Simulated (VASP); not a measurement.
Set up this calculation in VASP 6.6.1, as the native input.

```yaml
Task: single point
Functional: PBE
Potentials_or_basis: VASP PAW PBE potentials, release 64 (Sn_d, O)
Cutoff: 520 eV
k_mesh: 10 × 10 × 8
Occupations: gaussian, width 0.01 eV
Spin: no spin polarisation
Dipole_correction: no
Further_INCAR_settings: ALGO = Normal; EDIFF = 1e-07; NBANDS = 28
```

The structure of SnO lies in POSCAR:

```
SnO
1.0
    3.9456280809      0.0000000000      0.0000000000
    0.0000000000      3.9456280809      0.0000000000
    0.0000000000      0.0000000000      5.0008146213
Sn O
2 2
Direct
    0.0000000000      0.5000000000      0.2264346297
    0.5000000000      0.0000000000      0.7735653703
    0.5000000000      0.5000000000      0.0000000000
    0.0000000000      0.0000000000      0.0000000000
```

This cell differs from its parent crystal: biaxial strain in the a-b plane: +2.0 %, then relaxed in part.

One way to write it, as run:

INCAR

```
PREC = Accurate
ENCUT = 520
EDIFF = 1E-7
ISMEAR = 0
SIGMA = 0.01
LREAL = F
LASPH = T
NELM = 60
ALGO = Normal
ISIF = 2
LWAVE = F
LCHARG = F
GGA = PE
NBANDS = 28
```

KPOINTS

```
regular mesh
0
Gamma
  10 10 8
```

Potentials or basis: VASP PAW PBE potentials, release 64 (Sn_d, O).

The run is started by

```bash
$ cat potpaw_PBE.64/Sn_d/POTCAR potpaw_PBE.64/O/POTCAR > POTCAR
$ mpirun -np 1 vasp_std > vasp.out
```

It gave:

```yaml
Pressure: -1.7 GPa
Largest_force: 0.071 eV/Å
Band_gap_on_the_k_mesh: 0.74 eV (least direct gap 1.88 eV)
```

Caveat: the cell differs from its parent crystal (biaxial strain in the a-b plane: +2.0 %, then relaxed in part); spin-orbit coupling is left out, which moves the levels of the heavy elements.

It took 80 s on 1 thread of Intel(R) Xeon(R) 6975P-C (Granite Rapids), with other jobs on the host, peak memory 0.3 GiB.
